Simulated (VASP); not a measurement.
## AlN: single point with PBEsol

AlN:

```
Al N
1.0
     0.00000    2.19626    2.19626
     2.19626    0.00000    2.19626
     2.19626    2.19626    0.00000
Al N
1 1
Direct
  0.00000 0.00000 0.00000
  0.75000 0.75000 0.75000
```

```
Program             : VASP 6.6.1
Task                : single point
Functional          : PBEsol
Potentials or basis : VASP PAW PBE potentials, release 64 (Al, N)
Cutoff              : 520 eV
k mesh              : 8 × 8 × 8
Occupations         : gaussian, width 0.01 eV
Spin                : no spin polarisation
```

```
Pressure               : -2.0 GPa
Band gap on the k mesh : 3.18 eV, indirect (least direct gap 3.99 eV)
```

Levels at points of the mesh, in eV from the valence-band top:
| k point | band 1 | band 2 | band 3 | band 4 | band 5 | band 6 | band 7 | band 8 |
| --- | --- | --- | --- | --- | --- | --- | --- | --- |
| (0.00, 0.00, 0.00) | -14.86 | 0.00 | 0.00 | 0.00 | 3.99 | 12.30 | 12.30 | 12.30 |
| (0.50, 0.00, 0.00) | -12.83 | -5.84 | -0.48 | -0.48 | 7.14 | 9.65 | 10.93 | 10.93 |
| (0.50, 0.50, 0.00) | -12.20 | -4.89 | -1.77 | -1.77 | 3.18 | 8.38 | 13.65 | 15.42 |

It took 3.9 s on 1 thread of Intel(R) Xeon(R) Platinum 8488C (Sapphire Rapids), with other jobs on the host, peak memory 0.13 GiB.

Caveat: the PAW data sets were made with another functional, which shifts forces and pressure a little. A k mesh can miss the band edges.
